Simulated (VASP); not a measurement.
Wanted: the native input for a VASP 6.6.1 run.

```yaml
Task: single point
Functional: LDA
Potentials_or_basis: VASP PAW LDA potentials, release 64 (Zr_sv, B)
Cutoff: 500 eV
k_mesh: 8 × 8 × 8
Occupations: gaussian, width 0.05 eV
Spin: no spin polarisation
Dipole_correction: no
Further_INCAR_settings: ALGO = Normal; EDIFF = 1e-06; NBANDS = 14
```

The structure of ZrB lies in POSCAR:

```
ZrB
1.0
    0.0000000000      2.3997520241      2.3997520241
    2.3997520241      0.0000000000      2.3997520241
    2.3997520241      2.3997520241      0.0000000000
Zr B
1 1
Direct
    0.5000000000      0.5000000000      0.5000000000
    0.0000000000      0.0000000000      0.0000000000
```

One way to write it, as run:

INCAR

```
PREC = Accurate
ENCUT = 500
EDIFF = 1E-6
ISMEAR = 0
SIGMA = 0.05
LREAL = False
LASPH = True
NELM = 120
ALGO = Normal
ISIF = 2
LWAVE = False
LCHARG = True
LELF = True
LVHAR = True
NBANDS = 14
GGA_COMPAT = False
```

KPOINTS

```
regular mesh
0
Gamma
  8 8 8
```

Potentials or basis: VASP PAW LDA potentials, release 64 (Zr_sv, B).

Launch:

```console
$ cat potpaw_LDA.64/Zr_sv/POTCAR potpaw_LDA.64/B/POTCAR > POTCAR
$ mpirun -np 1 vasp_std > vasp.out
```

It gave:

- Pressure: 4.1 GPa
- Band gap on the k mesh: zero (an odd number of electrons rules out a gap without spin polarisation)

Caveat: the cell stands under pressure.

Wall time 22 s on 1 thread of Intel(R) Xeon(R) Platinum 8259CL CPU @ 2.50GHz (Skylake/Cascade Lake), on a shared host, peak memory 0.14 GiB.
